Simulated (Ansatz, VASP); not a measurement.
CoO: VASP beside Ansatz

```
Co O
1.0
     0.00000    2.13150    2.13150
     2.13150    0.00000    2.13150
     2.13150    2.13150    0.00000
Co O
1 1
Direct
  0.00000 0.00000 0.00000
  0.50000 0.50000 0.50000
```

Alike in both runs: task relaxation of cell and atoms; functional revPBE; k mesh 11 × 11 × 11; occupations fermi-dirac, width 0.05 eV; collinear spin.

```csv
,VASP,Ansatz
version,VASP 6.6.1,Ansatz 0.2.0
potentials or method,"VASP PAW PBE potentials, release 64 (Co, O)",Ansatz PAW
plane-wave cutoff (eV),600,420
valence electrons in the cell,15,23
```

|  | VASP | Ansatz | Ansatz less VASP |
| --- | --- | --- | --- |
| gap on the k mesh at the Fermi level, each at its own relaxed structure (eV) | none | none | - |
| net moment per atom (μB) | 1.47 | 1.48 | +0.014 |
| size of the moment on the site where the two differ most (μB) | 2.59 | 2.53 | -0.059 |
| relaxed volume (Å³/atom) | 9.79 | 9.83 | +0.041 |
| relaxed cell length with the largest relative difference (Å) | 3.026 | 3.030 | +0.0042 |

VASP's potentials were made for PBE, not for revPBE. Site moments also hang on the region over which each program counts them. A gap of «none» marks a metal or a gap that the smearing closes. VASP's potentials hold 15 valence electrons a cell and Ansatz's 23, so a difference there can come from the potentials and not from the codes.

Noted on Ansatz's run: the plane-wave basis is chosen anew once the cell has moved, so the energies of steps on either side of that aren't comparable.
